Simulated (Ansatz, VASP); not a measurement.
# K3In3Si2Au in VASP and in Ansatz

Contents of INCAR:

```
SYSTEM = K3In3Si2Au
PREC = Accurate ; ENCUT = 520
EDIFF = 1E-7 ; ISMEAR = 1
SIGMA = 0.0209 ; LREAL = .False.
LASPH = .True. ; NELM = 60
ALGO = Normal ; ISIF = 2
LWAVE = .False. ; LCHARG = .False.
GGA = PE ; NBANDS = 52
```

The input KPOINTS:

```
regular mesh
0
Gamma
  3 3 4
  0 0 0
```

File POSCAR:

```
K3In3Si2Au
1.0
    7.8696250000      0.0000000000      0.0000000000
   -3.9348120000      6.8153000000      0.0000000000
    0.0000000000      0.0000000000      4.7560060000
K Au In Si
3 1 3 2
Direct
    0.4197000000      0.0000000000      0.5000000000
    0.5803000000      0.5803000000      0.5000000000
    0.0000000000      0.4197000000      0.5000000000
    0.0000000000      0.0000000000      0.5000000000
    0.7512000000      0.0000000000      0.0000000000
    0.2488000000      0.2488000000      0.0000000000
    0.0000000000      0.7512000000      0.0000000000
    0.3333000000      0.6667000000      0.0000000000
    0.6667000000      0.3333000000      0.0000000000
```

Input for Ansatz:

```yaml
crystal:
  lattice:
    - [7.869625, 0.0, 0.0]
    - [-3.934812, 6.8153, 0.0]
    - [0.0, 0.0, 4.756006]
  atoms:
    - { symbol: K, position: [0.4197, 0.0, 0.5] }
    - { symbol: K, position: [0.5803, 0.5803, 0.5] }
    - { symbol: K, position: [0.0, 0.4197, 0.5] }
    - { symbol: Au, position: [0.0, 0.0, 0.5] }
    - { symbol: In, position: [0.7512, 0.0, 0.0] }
    - { symbol: In, position: [0.2488, 0.2488, 0.0] }
    - { symbol: In, position: [0.0, 0.7512, 0.0] }
    - { symbol: Si, position: [0.3333, 0.6667, 0.0] }
    - { symbol: Si, position: [0.6667, 0.3333, 0.0] }
  symmetry: { tolerance: 0.0003 }
kpoints:
  mp_grid: { grid: [3, 3, 4], shift: [0, 0, 0] }
magnetization:
  spin_polarized: false
scf:
  occupations: { method: cold, width: 0.0209 }
hamiltonian:
  pseudopotentials: { kind: paw }
  xc: pbe
basis:
  ecutwfc: 420
output:
  forces: true
  stress: true
  eigenvalues: true
```

Alike in both runs: task single point; functional PBE; k mesh 3 × 3 × 4; no spin polarisation.

|  | VASP | Ansatz |
| --- | --- | --- |
| version | VASP 6.6.1 | Ansatz 0.2.0 |
| potentials or method | VASP PAW PBE potentials, release 64 (K_sv, Au, In_d, Si), cutoff 520 eV | PAW plane waves |
| occupations | methfessel-paxton of order 1, width 0.0209 eV | cold, width 0.0209 eV |
| valence electrons in the cell | 85 | 93 |

Ansatz gave:

| Property | Result |
| --- | --- |
| gap on the k mesh at the Fermi level (eV) | none |
| pressure (GPa) | -0.4 |
| traceless stress, the component that is largest in VASP (GPa) | 1.92 |
| rms of the force components (eV/Å) | 0.051 |

Question: What did VASP give for the same quantities?

Answer: gap on the k mesh at the Fermi level (eV): none; pressure (GPa): -0.3; traceless stress, the component that is largest in VASP (GPa): 1.93; rms of the force components (eV/Å): 0.051.

Atom by atom the forces differ by 0.000 eV/Å (rms over components). A gap of «none» marks a metal or a gap that the smearing closes. VASP's potentials hold 85 valence electrons a cell and Ansatz's 93, so a difference there can come from the potentials and not from the codes. Ansatz's warnings: structure snapped to symmetry.

Neither program's run includes spin-orbit coupling.
